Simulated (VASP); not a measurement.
Cu: single point with PBE

Cu:

```xyz
2
Lattice="2.5662 0.0000 0.0000 -1.2831 2.2224 0.0000 0.0000 0.0000 4.2018" Properties=species:S:1:pos:R:3 pbc="T T T"
Cu    0.0000    1.4816    1.0505
Cu    1.2831    0.7408    3.1514
```

| Quantity | Value |
| --- | --- |
| Program | VASP 6.6.1 |
| Task | single point |
| Functional | PBE |
| Potentials or basis | VASP PAW PBE potentials, release 64 (Cu) |
| Cutoff | 520 eV |
| k mesh | 14 × 14 × 8 |
| Occupations | fermi-dirac, width 0.1 eV |
| Spin | no spin polarisation |
| Dipole correction | no |
| Further INCAR settings | ALGO = Normal; EDIFF = 1e-06; NBANDS = 18 |

```
Pressure               : 0.8 GPa
Band gap on the k mesh : zero (band 11 reaches 11.00 eV, above the bottom of band 12 at 5.47 eV)
```

Levels at points of the mesh, in eV from the Fermi level:
| k point | band 9 | band 10 | band 11 | band 12 | band 13 | band 14 |
| --- | --- | --- | --- | --- | --- | --- |
| (0.00, 0.00, 0.00) | -2.38 | -1.66 | -1.66 | -0.92 | 3.70 | 21.33 |
| (0.50, 0.00, 0.00) | -1.53 | -1.47 | 0.07 | 1.59 | 7.74 | 8.07 |
| (0.00, 0.00, 0.50) | -1.88 | -1.88 | -1.88 | -1.88 | 12.32 | 12.32 |
| (0.50, 0.00, 0.50) | -1.51 | -1.51 | 0.57 | 0.57 | 4.82 | 4.82 |

It took 23 s on 1 thread of Intel(R) Xeon(R) Platinum 8488C (Sapphire Rapids), on a shared host, peak memory 0.15 GiB.
